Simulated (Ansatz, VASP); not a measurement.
## One calculation of SnO, two programs

```
Sn O
1.0
     2.69046   -2.69048    0.00000
     2.69046    2.69048    0.00000
     0.00000    0.00000    9.49482
Sn O
4 4
Direct
  0.99919 0.00081 0.01829
  0.00081 0.99919 0.48143
  0.50081 0.49919 0.27557
  0.49919 0.50081 0.73871
  0.00080 0.49920 0.37850
  0.99924 0.50076 0.87850
  0.50080 0.99920 0.37850
  0.49924 0.00076 0.87850
```

Change from the starting cell: mode 11 (199.4 1/cm) frozen in, largest displacement +0.175 Å.

Alike in both runs: task single point; functional PBEsol; k mesh 10 × 10 × 4; occupations gaussian, width 0.15 eV; no spin polarisation.

|  | VASP | Ansatz |
| --- | --- | --- |
| version | VASP 6.6.1 | Ansatz 0.2.0 |
| potentials or method | VASP PAW PBE potentials, release 64 (Sn_d, O), cutoff 520 eV | scalar-relativistic, plane waves, PAW |
| valence electrons in the cell | 80 | 80 |

Ansatz gave:

| Quantity | Value |
| --- | --- |
| gap on the k mesh at the Fermi level (eV) | none |
| pressure (GPa) | 1.7 |
| traceless stress, the component that is largest in VASP (GPa) | -3.43 |
| rms of the force components (eV/Å) | 1.200 |

**Question.** Which values does VASP return?

**Answer.** gap on the k mesh at the Fermi level (eV): none; pressure (GPa): 1.9; traceless stress, the component that is largest in VASP (GPa): -3.48; rms of the force components (eV/Å): 1.211.

VASP's potentials were made for PBE, not for PBEsol. Atom by atom the forces differ by 0.034 eV/Å (rms over components). A gap of «none» marks a metal or a gap that the smearing closes. With one functional, cell and mesh, what is left measures potentials, basis and numerics.
